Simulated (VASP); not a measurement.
Runs of VASP 6.6.1 on PbS. The structure is that of space group Fm-3m (No. 225), or close to it. The cells are those of the table. 

```csv
level,cell,k mesh,smearing,gap on the mesh (eV),pressure (GPa)
PBE,"a = 4.209 Å, angles 60.9°, 2 atoms",4 × 4 × 4,gaussian 0.01 eV,0.35,0.4
PBE,"a = 4.225, b = 4.214, c = 4.214 Å, angles 60.2, 59.9, 59.9°, 2 atoms",8 × 8 × 8,fermi-dirac 0.02 eV,0.42,1.1
PBE,"a = 4.209 Å, angles 60.9°, 2 atoms",8 × 8 × 8,fermi-dirac 0.02 eV,0.35,0.3
r2SCAN,"a = 4.225, b = 4.214, c = 4.214 Å, angles 60.2, 59.9, 59.9°, 2 atoms",8 × 8 × 8,gaussian 0.01 eV,(b),0.3
PBE,"a = 4.295 Å, angles 58.9°, 2 atoms",8 × 8 × 8,fermi-dirac 0.02 eV,0.39,(a)
```

Alike in all rows: task single point; potentials or basis VASP PAW PBE potentials, release 64 (Pb_d, S); no spin polarisation; cutoff (eV) 520.

Q: Estimate the missing entries.

A: (a) -0.5; (b) 0.68.

Caveats: some runs use coarse meshes; spin-orbit coupling is left out, which moves the levels of the heavy elements; the PAW data sets were made with another functional, which shifts forces and pressure a little (some runs).

A k mesh can miss the band edges, and the runs leave out spin-orbit coupling on Pb.
